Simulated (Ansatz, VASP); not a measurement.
ZrB2: VASP beside Ansatz

The input INCAR:

```
ALGO = Normal
EDIFF = 1E-8
ENCUT = 520
GGA = PE
ISIF = 2
ISMEAR = 0
LASPH = T
LCHARG = F
LEFG = T
LREAL = F
LWAVE = F
NBANDS = 16
NELM = 100
PREC = Accurate
SIGMA = 0.05
```

File KPOINTS:

```
k-points
0
Gamma
  14 14 12
```

The input POSCAR:

```
ZrB2
1.0
    3.1711983622      0.0000000000      0.0000000000
   -1.5855991811      2.7463383421      0.0000000000
    0.0000000000      0.0000000000      3.5420340352
Zr B
1 2
Direct
    0.0000000000      0.0000000000      0.0000000000
    0.3333333333      0.6666666667      0.5000000000
    0.6666666667      0.3333333333      0.5000000000
```

Input for Ansatz:

```yaml
crystal:
  lattice:
    - [3.1711983622, 0.0, 0.0]
    - [-1.5855991811, 2.7463383421, 0.0]
    - [0.0, 0.0, 3.5420340352]
  atoms:
    - { symbol: Zr, position: [0.0, 0.0, 0.0] }
    - { symbol: B, position: [0.3333333333, 0.6666666667, 0.5] }
    - { symbol: B, position: [0.6666666667, 0.3333333333, 0.5] }
basis:
  ecutwfc: 420
  ecutrho_ratio: 4
kpoints:
  mp_grid: { grid: [14, 14, 12] }
hamiltonian:
  xc: pbe
scf:
  occupations: { method: gaussian, width: 0.05 }
output:
  forces: true
  stress: true
  eigenvalues: true
  efg:
    contact_densities: true
    quadrupole_moments_barn: { Zr: -0.176, B: 0.04059 }
```

Alike in both runs: task electric field gradients; functional PBE; k mesh 14 × 14 × 12; occupations gaussian, width 0.05 eV; no spin polarisation.

```csv
,VASP,Ansatz
version,VASP 6.6.1,Ansatz 0.2.0
potentials or method,"VASP PAW PBE potentials, release 64 (Zr_sv, B), cutoff 520 eV","scalar-relativistic, plane waves, PAW"
valence electrons in the cell,18,18
```

|  | VASP | Ansatz | Ansatz less VASP |
| --- | --- | --- | --- |
| gap on the k mesh at the Fermi level (eV) | none | none | - |
| pressure (GPa) | 0.1 | 0.0 | -0.14 |
| size of Vzz on the site where it differs most (V/Å²) | 41.9 | 45.5 | +3.62 |

A gap of «none» marks a metal or a gap that the smearing closes. With one functional, cell and mesh, what is left measures potentials, basis and numerics.
